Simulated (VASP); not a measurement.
Set up this calculation in VASP 6.6.1, as the native input.

```yaml
Task: single point
Functional: PBEsol
Potentials_or_basis: VASP PAW PBE potentials, release 64 (Ag)
Cutoff: 520 eV
k_mesh: 18 × 18 × 6
Occupations: gaussian, width 0.15 eV
Spin: no spin polarisation
Dipole_correction: no
Further_INCAR_settings: ALGO = Fast; EDIFF = 1e-06; NBANDS = 30
```

The structure of Ag lies in POSCAR:

```
Ag
1.0
    2.9140174710      0.0000000000      0.0000000000
   -1.4570087355      2.5236131569      0.0000000000
    0.0000000000      0.0000000000      9.1979880009
Ag
4
Direct
    0.3333333333      0.6666666667      0.2500000000
    0.6666666667      0.3333333333      0.7500000000
    0.0000000000      0.0000000000      0.0000000000
    0.0000000000      0.0000000000      0.5000000000
```

This isn't the form of Ag at room conditions, which is fcc.

This cell differs from its parent crystal: strain +0.015 along x and y, -0.015 along z.

The input as run:

INCAR

```
  PREC = Accurate
  ENCUT = 520
  EDIFF = 1E-6
  ISMEAR = 0
  SIGMA = 0.15
  LREAL = False
  LASPH = True
  NELM = 60
  ALGO = Fast
  ISIF = 2
  LWAVE = False
  LCHARG = False
  GGA = PS
  NBANDS = 30
```

KPOINTS

```
Automatic mesh
0
Gamma
  18 18 6
```

Potentials or basis: VASP PAW PBE potentials, release 64 (Ag).

Run with:

```bash
$ cat potpaw_PBE.64/Ag/POTCAR > POTCAR
$ mpirun -np 1 vasp_std > vasp.out
```

It gave:

- Pressure: -1.6 GPa
- Band gap on the k mesh: zero (bands 22 and 23 overlap by 6.29 eV)

Caveat: the cell differs from its parent crystal (strain +0.015 along x and y, -0.015 along z); the PAW data sets were made with another functional, which shifts forces and pressure a little.

It took 92 s on 1 thread of Intel(R) Xeon(R) 6975P-C (Granite Rapids) (shared host), peak memory 0.35 GiB.
